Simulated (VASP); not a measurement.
# Sn (I4_1/amd) in VASP: relaxation of cell and atoms with PBE+D3(BJ)

Aim: the relaxation of cell and atoms of Sn with PBE+D3(BJ).

Program: VASP 6.6.1. These are calculated values, not measurements. Logs are shortened: lines on timing, memory, paths and dates and some standing lists are left out, and cuts for length are marked.

**1. The cell of the first run**

The structure is tetragonal, space group I4_1/amd (No. 141). Conventional cell: a = 5.839 Å, b = 5.839 Å, c = 3.188 Å, α = 90.00°, β = 90.00°, γ = 90.00°. Sn (site symmetry -4m2) has 10 Sn at 3.03 to 3.77 Å within 4.0 Å.

**2. Relaxation of cell and atoms, PBE+D3(BJ), target pressure 10.9 GPa, at which the enthalpy is minimised**

Input file INCAR:

```
PREC = Accurate
ENCUT = 500
EDIFF = 1E-7
ISMEAR = 0
SIGMA = 0.1
LREAL = F
LASPH = T
NELM = 120
ALGO = Normal
ISIF = 3
LWAVE = F
LCHARG = F
GGA = PE
IVDW = 12
IBRION = 2
NSW = 100
EDIFFG = -0.002
PSTRESS = 109.0
GGA_COMPAT = F
NELMIN = 4
```

Input file KPOINTS:

```
regular mesh
0
Gamma
  16 16 16
```

Input file POSCAR:

```
Sn
1.0
   -2.9196440750      2.9196440750      1.5938000000
    2.9196440750     -2.9196440750      1.5938000000
    2.9196440750      2.9196440750     -1.5938000000
Sn
2
Direct
    0.0000000000      0.0000000000      0.0000000000
    0.7500000000      0.2500000000      0.5000000000
```

Potentials or basis: VASP PAW PBE potentials, release 64 (Sn_d).

Started as:

```console
cat potpaw_PBE.64/Sn_d/POTCAR > POTCAR
mpirun -np 1 vasp_std > vasp.out
```

OUTCAR:

```text
PREC = Accurate
   ENCUT = 500
   EDIFF = 1E-7
   ISMEAR = 0
   LREAL = F
   LASPH = T
   NELM = 120
   ISIF = 3
   GGA = PE
   IVDW = 12
   IBRION = 2
   NSW = 100
   EDIFFG = -0.002
   PSTRESS = 109.0
   NELMIN = 4
 IVDW          = 12

 ion  position               nearest neighbor table
   1  0.000  0.000  0.000-   2 3.03   2 3.03   2 3.03   2 3.03
   2  0.750  0.250  0.500-   1 3.03   1 3.03   1 3.03   1 3.03

  LATTYP: Found a body centered tetragonal cell.
 ALAT       =     5.8392881500
 C/A-ratio  =     0.5458884573

  Lattice vectors:

 A1 = (  -2.9196440750,   2.9196440750,   1.5938000000)
 A2 = (   2.9196440750,  -2.9196440750,   1.5938000000)
 A3 = (   2.9196440750,   2.9196440750,  -1.5938000000)

Analysis of symmetry for initial positions (statically):
=====================================================================
 Subroutine PRICEL returns:
 Original cell was already a primitive cell.

 Routine SETGRP: Setting up the symmetry group for a
 body centered tetragonal supercell.

 Subroutine GETGRP returns: Found 16 space group operations
 (whereof  8 operations were pure point group operations)
 out of a pool of 16 trial point group operations.

The static configuration has the point symmetry D_2d.
 The point group associated with its full space group is D_4h.

Analysis of symmetry for dynamics (positions and initial velocities):
=====================================================================
 Subroutine PRICEL returns:
 Original cell was already a primitive cell.

 Routine SETGRP: Setting up the symmetry group for a
 body centered tetragonal supercell.

 Subroutine GETGRP returns: Found 16 space group operations
 (whereof  8 operations were pure point group operations)
 out of a pool of 16 trial point group operations.

The dynamic configuration has the point symmetry D_2d.
 The point group associated with its full space group is D_4h.

 Subroutine INISYM returns: Found 16 space group operations
 (whereof  8 operations are pure point group operations),
 and found     1 'primitive' translations

----------------------------------------------------------------------------------------

                                     Primitive cell

  volume of cell :      54.3443

  direct lattice vectors                    reciprocal lattice vectors
    -2.919644075  2.919644075  1.593800000     0.000000000  0.171253751  0.313715648
     2.919644075 -2.919644075  1.593800000     0.171253751  0.000000000  0.313715648
     2.919644075  2.919644075 -1.593800000     0.171253751  0.171253751  0.000000000

  length of vectors
     4.425928320  4.425928320  4.425928320     0.357414822  0.357414822  0.242189378

  position of ions in fractional coordinates (direct lattice)
     0.000000000  0.000000000  0.000000000
     0.750000000  0.250000000  0.500000000

  ion indices of the primitive-cell ions
   primitive index   ion index
                 1           1
                 2           2

----------------------------------------------------------------------------------------

 KPOINTS: regular mesh

Automatic generation of k-mesh.
 Grid dimensions read from file:
 generate k-points for:   16   16   16

 Generating k-lattice:

  Cartesian coordinates                     Fractional coordinates (reciprocal lattice)
     0.000000000  0.010703359  0.019607228     0.062500000 -0.000000000  0.000000000
     0.010703359  0.000000000  0.019607228    -0.000000000  0.062500000  0.000000000
     0.010703359  0.010703359  0.000000000     0.000000000  0.000000000  0.062500000

  Length of vectors
     0.022338426  0.022338426  0.015136836

  Shift w.r.t. Gamma in fractional coordinates (k-lattice)
     0.000000000  0.000000000  0.000000000

 Subroutine IBZKPT returns following result:
 ===========================================

 Found    349 irreducible k-points:

 Following reciprocal coordinates:
            Coordinates               Weight
  0.000000  0.000000  0.000000      1.000000
  0.062500  0.000000  0.000000      8.000000
  0.125000  0.000000  0.000000      8.000000
  0.187500  0.000000 -0.000000      8.000000
  0.250000  0.000000  0.000000      8.000000
  0.312500  0.000000 -0.000000      8.000000
[... 16 lines left out ...]
 -0.125000  0.062500  0.000000     16.000000
 -0.062500  0.062500  0.000000      4.000000
 [... further k-points ...]
   k-points           NKPTS =    349   k-points in BZ     NKDIM =    349   number of bands    NBANDS=     18
   number of dos      NEDOS =    301   number of ions     NIONS =      2
   total plane-waves  NPLWV =  32768
   dimension x,y,z NGX =    32 NGY =   32 NGZ =   32
   dimension x,y,z NGXF=    64 NGYF=   64 NGZF=   64
   ions per type =               2
   NGX,Y,Z   is equivalent  to a cutoff of  12.02, 12.02, 12.02 a.u.
   NGXF,Y,Z  is equivalent  to a cutoff of  24.04, 24.04, 24.04 a.u.
 SYSTEM =  unknown system
   PREC   = accura    normal or accurate (medium, high low for compatibility)
   ISTART =      0    job   : 0-new  1-cont  2-samecut
   ICHARG =      2    charge: 1-file 2-atom 10-const
   ISPIN  =      1    spin polarized calculation?
   LNONCOLLINEAR =      F non collinear calculations
   LSORBIT =      F    spin-orbit coupling
   LASPH  =      T    aspherical Exc in radial PAW
   ENCUT  =  500.0 eV  36.75 Ry    6.06 a.u.   8.07  8.07  8.07*2*pi/ulx,y,z
   NELM   =    120;   NELMIN=  4; NELMDL= -5     # of ELM steps
   EDIFF  = 0.1E-06   stopping-criterion for ELM
   LREAL  =      F    real-space projection
   EDIFFG = -.2E-02   stopping-criterion for IOM
   NSW    =    100    number of steps for IOM
   IBRION =      2    ionic relax: 0-MD 1-quasi-New 2-CG
   NFREE  =      1    steps in history (QN), initial steepest desc. (CG)
   ISIF   =      3    stress and relaxation
   ISYM   =      2    0-nonsym 1-usesym 2-fastsym
   POTIM  = 0.5000    time-step for ionic-motion
   TEBEG  =    0.0;   TEEND  =   0.0 temperature during run
   PSTRESS=  109.0 pullay stress
   NELECT =      28.0000    total number of electrons
   NUPDOWN=      -1.0000    fix difference up-down
   EMIN   =  10.00;   EMAX   =-10.00  energy-range for DOS
   EFERMI =   0.00;   METHOD = LEGACY
   ISMEAR =     0;   SIGMA  =   0.10  broadening in eV -4-tet -1-fermi 0-gaus
   EFERMI_NEDOS =   21; number of points for ismear=-14 and -15
   IALGO  =     38    algorithm
   IMIX   =      4    mixing-type and parameters
     AMIX     =   0.40;   BMIX     =  1.00
     AMIX_MAG =   1.60;   BMIX_MAG =  1.00
  volume/ion in A,a.u.               =      27.17       183.37
  Fermi-wavevector in a.u.,A,eV,Ry     =   1.312430  2.480134 23.435677  1.722474
  Thomas-Fermi vector in A             =   2.442823
   LORBIT       =      0    0 simple, 1 ext, 2 COOP (PROOUT), +10 PAW based schemes
   GGA     = PE    functional components
   LHFCALC =     F    Hartree Fock is set to
   AEXX    =    0.0000 exact exchange contribution
   IVDW    =    12    specifies the selected vdW correction
   LEPSILON=     F    determine dielectric tensor
   LRPA    =     F    only Hartree local field effects (RPA)
 conjugate gradient relaxation of ions
 non-spin polarized calculation
 Gauss-broadening in eV      SIGMA  =   0.10
  energy-cutoff  :      500.00
  volume of cell :       54.34
 maximum number of plane-waves:      1402
   NGX = 17   NGY = 17   NGZ = 17

--------------------------------------- Ionic step        1  -------------------------------------------

 number of electron      27.9999983 magnetization

 Free energy of the ion-electron system (eV)
  ---------------------------------------------------
  ext. energy  EPLUGINS =         0.00000000
  ---------------------------------------------------
  free energy    TOTEN  =        -7.59762786 eV

  energy without entropy =       -7.59312907  energy(sigma->0) =       -7.59537847

------------------------ aborting loop because EDIFF is reached ----------------------------------------

 Edisp (eV)   -0.77822

 E8    (eV) :    -0.3762
[... 33 lines left out ...]
--------------------------------------- Ionic step        2  -------------------------------------------

 number of electron      28.0000003 magnetization

 E-fermi :  12.0308     XC(G=0): -11.6900

 val. band max:       12.0305417715   @ k =  -0.1250   0.5000   0.1250
 cond. band min:      12.0439836171   @ k =  -0.2500   0.1875   0.0000
 fundamental gap:      0.0134418455
 Fermi energy:        12.0307946889

 k-point     1 :       0.0000    0.0000    0.0000
  band No.  band energies     occupation
      1     -10.3632      2.00000
      2     -10.1762      2.00000
      3     -10.1355      2.00000
      4     -10.0889      2.00000
      5      -9.7149      2.00000
      6      -9.7149      2.00000
[... 481 lines left out ...]
      5      -9.7183      2.00000
      6      -9.7114      2.00000
[... 10 lines left out ...]
     17      19.2701      0.00000
     18      21.0096      0.00000

 [... further k-points ...]

------------------------ aborting loop because EDIFF is reached ----------------------------------------

 Edisp (eV)   -1.02993

 E8    (eV) :    -0.4957
[... 285 lines left out ...]
--------------------------------------- Ionic step        9  -------------------------------------------

 number of electron      27.9999995 magnetization

 Free energy of the ion-electron system (eV)
  ---------------------------------------------------
  ext. energy  EPLUGINS =         0.00000000
  ---------------------------------------------------
  free energy    TOTEN  =        -7.26635508 eV

  energy without entropy =       -7.26256707  energy(sigma->0) =       -7.26446107

 E-fermi :   9.8757     XC(G=0): -10.9887

 val. band max:        9.8621028542   @ k =   0.5000   0.1250  -0.0000
 cond. band min:       9.8860042340   @ k =  -0.3125   0.1875   0.0625
 fundamental gap:      0.0239013798
 Fermi energy:         9.8757039005

 k-point     1 :       0.0000    0.0000    0.0000
  band No.  band energies     occupation
      1     -12.0655      2.00000
      2     -11.9516      2.00000
      3     -11.8936      2.00000
      4     -11.8813      2.00000
      5     -11.6259      2.00000
      6     -11.6259      2.00000
[... 481 lines left out ...]
      5     -11.6281      2.00000
      6     -11.6235      2.00000
[... 10 lines left out ...]
     17      16.4495      0.00000
     18      17.9526      0.00000

 [... further k-points ...]

------------------------ aborting loop because EDIFF is reached ----------------------------------------

 Edisp (eV)   -0.89714

 E8    (eV) :    -0.4325
[... 29 lines left out ...]
  energy  without entropy=       -8.1597079918  energy(sigma->0) =       -8.16160200

  enthalpy is  TOTEN    =        -4.9577153453 eV   P V=        3.2057806598

 reached required accuracy - stopping structural energy minimisation
```

Wall time 21 min (1 thread of Intel Xeon 6975P-C (Granite Rapids), shared host); peak memory 0.4 GiB.

Results:

```
Free energy                                            : -8.1635 eV
Relaxed volume                                         : 23.56 Å³/atom
Relaxed cell                                           : a = 4.232 Å, b = 4.232 Å, c = 4.232 Å, α = 97.28°, β = 97.28°, γ = 138.31°
Space group after relaxing (to 0.05 Å)                 : I4_1/amd (No. 141)
Energy change on relaxing (the enthalpy is what falls) : +106.2 meV/atom
Ionic steps                                            : 9
Pressure after relaxing                                : 10.9 GPa
Band gap on the k mesh                                 : zero (band 14 reaches 11.73 eV, above the bottom of band 15 at 6.65 eV)
Dispersion energy per atom                             : -0.449 eV
```

Step by step:
```
step  energy change (eV)  largest force (eV/Å)  pressure (GPa)  volume (Å³)
   1              0.0000                0.0000            0.00        54.34
   2              0.9432                0.0000           29.91        41.07
   3              0.2023                0.0000           10.57        47.29
   4              0.2115                0.0000           10.86        47.15
   5              0.2209                0.0000           11.16        47.02
   6              0.2206                0.0000           11.17        47.00
   7              0.2206                0.0000           11.17        47.00
   8              0.2039                0.0000           10.63        47.25
   9              0.2124                0.0000           10.90        47.12
```

Final structure:
```yaml
crystal:
  lattice:
    - [-2.79674, 2.79674, 1.50610]
    - [2.79674, -2.79674, 1.50610]
    - [2.79674, 2.79674, -1.50610]
  atoms:
    - { symbol: Sn, position: [0.00000, 0.00000, 0.00000] }
    - { symbol: Sn, position: [0.75000, 0.25000, 0.50000] }
```

Caveat: the cell is relaxed towards a set pressure, so the enthalpy falls and the energy may rise; spin-orbit coupling is left out, which moves the levels of the heavy elements; pairwise dispersion overbinds metals, which lowers pressure and volume.
